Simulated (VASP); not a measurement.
Write the native input for VASP 6.6.1 that does the following.

| Property | Result |
| --- | --- |
| Task | single point |
| Functional | PBE |
| Potentials or basis | VASP PAW PBE potentials, release 64 (Rb_sv, S) |
| Cutoff | 520 eV |
| k mesh | 6 × 6 × 2 |
| Occupations | gaussian, width 0.1 eV |
| Spin | no spin polarisation |
| Dipole correction | no |
| Further INCAR settings | ALGO = Normal; EDIFF = 1e-07; NBANDS = 34 |

The structure of Rb3S4 lies in POSCAR:

```
Rb3S4
1.0
    3.6622290739      0.0000000000      0.0000000000
    0.1896810524      3.7231639225      0.0000000000
    0.6986163826      0.1340825185     14.7426711301
Rb S
3 4
Direct
    0.8255696535      0.1352643804      0.2032772760
    0.8020861896      0.1432250681      0.4919602880
    0.8987697627      0.1536740858      0.7983278822
    0.3046903057      0.6348253989      0.3429521763
    0.4121365473      0.6586119380      0.6602026065
    0.8770685020      0.6386290122      0.0017391901
    0.3796790392      0.1357701165      0.0015405810
```

These files were run (other wordings do the same):

INCAR

```
SYSTEM = Rb3S4
PREC = Accurate
ENCUT = 520
EDIFF = 1E-7
ISMEAR = 0
SIGMA = 0.1
LREAL = .False.
LASPH = .True.
NELM = 60
ALGO = Normal
ISIF = 2
LWAVE = .False.
LCHARG = .False.
GGA = PE
NBANDS = 34
```

KPOINTS

```
regular mesh
0
Gamma
  6 6 2
  0 0 0
```

Potentials or basis: VASP PAW PBE potentials, release 64 (Rb_sv, S).

Launch:

```bash
$ cat potpaw_PBE.64/Rb_sv/POTCAR potpaw_PBE.64/S/POTCAR > POTCAR
$ mpirun -np 1 vasp_std > vasp.out
```

Results of the run:

| Item | Value |
| --- | --- |
| Pressure | -0.2 GPa |
| Largest force | 0.139 eV/Å |
| Band gap on the k mesh | zero (an odd number of electrons rules out a gap without spin polarisation) |

Wall time 15 min on 1 thread of Intel Xeon 8259CL, on a shared host, peak memory 0.39 GiB.
